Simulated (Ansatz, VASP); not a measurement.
**CdS: VASP beside Ansatz**

The input INCAR:

```
ALGO = Normal
EDIFF = 1E-6
ENCUT = 500
GGA_COMPAT = False
ISIF = 2
ISMEAR = -1
LASPH = True
LCHARG = False
LREAL = False
LWAVE = False
NBANDS = 16
NELM = 120
PREC = Accurate
SIGMA = 0.05
```

KPOINTS

```
k-points
0
Gamma
  6 6 6
```

File POSCAR:

```
CdS
1.0
    0.0000000000      2.7532440000      2.7532440000
    2.7532440000      0.0000000000      2.7532440000
    2.7532440000      2.7532440000      0.0000000000
Cd S
1 1
Direct
    0.0000000000      0.0000000000      0.0000000000
    0.5000000000      0.5000000000      0.5000000000
```

Input for Ansatz:

```yaml
crystal:
  lattice:
    - [0.0, 2.753244, 2.753244]
    - [2.753244, 0.0, 2.753244]
    - [2.753244, 2.753244, 0.0]
  atoms:
    - { symbol: Cd, position: [0.0, 0.0, 0.0] }
    - { symbol: S, position: [0.5, 0.5, 0.5] }
basis:
  ecutwfc: 470.0
kpoints:
  mp_grid:
    grid: [6, 6, 6]
hamiltonian:
  xc: lda
  pseudopotentials:
    kind: paw
scf:
  occupations:
    method: fermi_dirac
    width: 0.05
output:
  stress: true
```

Alike in both runs: task single point; functional LDA; k mesh 6 × 6 × 6; occupations fermi-dirac, width 0.05 eV; no spin polarisation.

```csv
,VASP,Ansatz
version,VASP 6.6.1,Ansatz 0.2.0
potentials or method,"VASP PAW LDA potentials, release 64 (Cd, S), cutoff 500 eV","plane waves, PAW"
valence electrons in the cell,18,26
```

|  | VASP | Ansatz | Ansatz less VASP |
| --- | --- | --- | --- |
| pressure (GPa) | -6.4 | -6.8 | -0.49 |

LDA's correlation is that of Perdew and Zunger in VASP and of Perdew and Wang (1992) in Ansatz. VASP's potentials hold 18 valence electrons a cell and Ansatz's 26, so a difference there can come from the potentials and not from the codes.
